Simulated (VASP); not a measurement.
A run of VASP 6.6.1:

The input INCAR:

```
SYSTEM = Fe
ALGO = Fast ; EDIFF = 1E-7
EDIFFG = -0.005 ; ENCUT = 600
GGA = PE ; IBRION = 2
ISIF = 3 ; ISMEAR = 0
ISPIN = 2 ; LASPH = .TRUE.
LCHARG = .FALSE. ; LMAXMIX = 4
LORBIT = 11 ; LREAL = .FALSE.
LWAVE = .FALSE. ; MAGMOM = 2.65
NELM = 150 ; NSW = 100
PREC = Accurate ; SIGMA = 0.1
```

Contents of KPOINTS:

```
k-points
0
G
  20 20 20
  0 0 0
```

File POSCAR:

```
Fe
1.0
   -1.4315177495      1.4315177495      1.4315177495
    1.4315177495     -1.4315177495      1.4315177495
    1.4315177495      1.4315177495     -1.4315177495
Fe
1
Direct
    0.0000000000      0.0000000000      0.0000000000
```

Potentials or basis: VASP PAW PBE potentials, release 64 (Fe).

The run is started by

```sh
$ cat potpaw_PBE.64/Fe/POTCAR > POTCAR
$ mpirun -np 1 vasp_std > vasp.out
```

Hardware: 1 thread of AMD EPYC 9R45 96-Core Processor (Zen 5), on a shared host.

**Question.** Estimate the wall time of this run.

**Answer.** It took 76 s on 1 thread of AMD EPYC 9R45 96-Core Processor (Zen 5), with other jobs on the host, peak memory 0.15 GiB. Counts: scf iterations 36, k points 256, ion steps 3.
